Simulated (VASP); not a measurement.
**Ti: relaxation of cell and atoms with r2SCAN**

Ti:

```
CELL_PARAMETERS angstrom
2.91460 0.00000 0.00000
0.00000 2.91460 0.00000
0.00000 0.00000 4.10027
ATOMIC_POSITIONS crystal
Ti 0.50000 0.00000 0.50000
Ti 0.00000 0.50000 0.00000
```

This isn't the form of Ti at room conditions, which is hcp.

This cell differs from its parent crystal: atoms taken out.

| Item | Value |
| --- | --- |
| Program | VASP 6.6.1 |
| Task | relaxation of cell and atoms |
| Functional | r2SCAN |
| Potentials or basis | VASP PAW PBE potentials, release 64 (Ti_sv) |
| Cutoff | 550 eV |
| k mesh | 12 × 12 × 8 |
| Occupations | gaussian, width 0.1 eV |
| Spin | no spin polarisation |
| Dipole correction | no |
| Further INCAR settings | ALGO = Normal; EDIFF = 1e-07; IBRION = 2; EDIFFG = -0.025; NSW = 90; ISIF = 3 |

```json
{
  "Relaxed volume": "17.45 Å³/atom",
  "Relaxed cell": "a = 2.915 Å, b = 2.915 Å, c = 4.106 Å, α = 90.00°, β = 90.00°, γ = 90.00°",
  "Space group after relaxing (to 0.1 Å)": "Fm-3m (No. 225)",
  "Energy gained by relaxing": "0.0 meV/atom",
  "Ionic steps": "2",
  "Pressure after relaxing": "-0.1 GPa",
  "Band gap on the k mesh": "zero (bands 12 and 13 overlap by 1.41 eV)"
}
```

Stress tensor (GPa, compression positive):
```
-0.12  0.00  0.00
 0.00 -0.12  0.00
 0.00  0.00  0.07
```

Final structure:
```
Ti
1.0
     2.91516    0.00000    0.00000
     0.00000    2.91516    0.00000
     0.00000    0.00000    4.10573
Ti
2
Direct
  0.50000 0.00000 0.50000
  0.00000 0.50000 0.00000
```

Levels at points of the mesh, in eV from the Fermi level:
| k point | band 10 | band 11 | band 12 | band 13 | band 14 | band 15 |
| --- | --- | --- | --- | --- | --- | --- |
| (0.00, 0.00, 0.00) | -2.64 | -1.77 | 0.98 | 0.98 | 1.02 | 2.77 |
| (0.50, 0.00, 0.00) | -2.33 | -0.33 | -0.33 | 0.08 | 0.08 | 1.93 |
| (0.50, 0.50, 0.00) | -2.63 | -1.76 | -1.76 | 2.76 | 2.76 | 3.87 |
| (0.00, 0.00, 0.50) | -4.06 | -0.55 | -0.55 | 1.38 | 1.38 | 2.15 |
| (0.50, 0.00, 0.50) | -2.70 | 0.44 | 0.44 | 0.91 | 0.91 | 0.94 |
| (0.50, 0.50, 0.50) | -1.54 | -0.43 | -0.43 | -0.43 | -0.43 | 2.38 |

Run time: 13 min on 1 thread of Oxide Virtual Turin-like Processor, on a shared host, peak memory 0.17 GiB.

Caveat: the cell differs from its parent crystal (atoms taken out); the PAW data sets were made with another functional, which shifts forces and pressure a little.
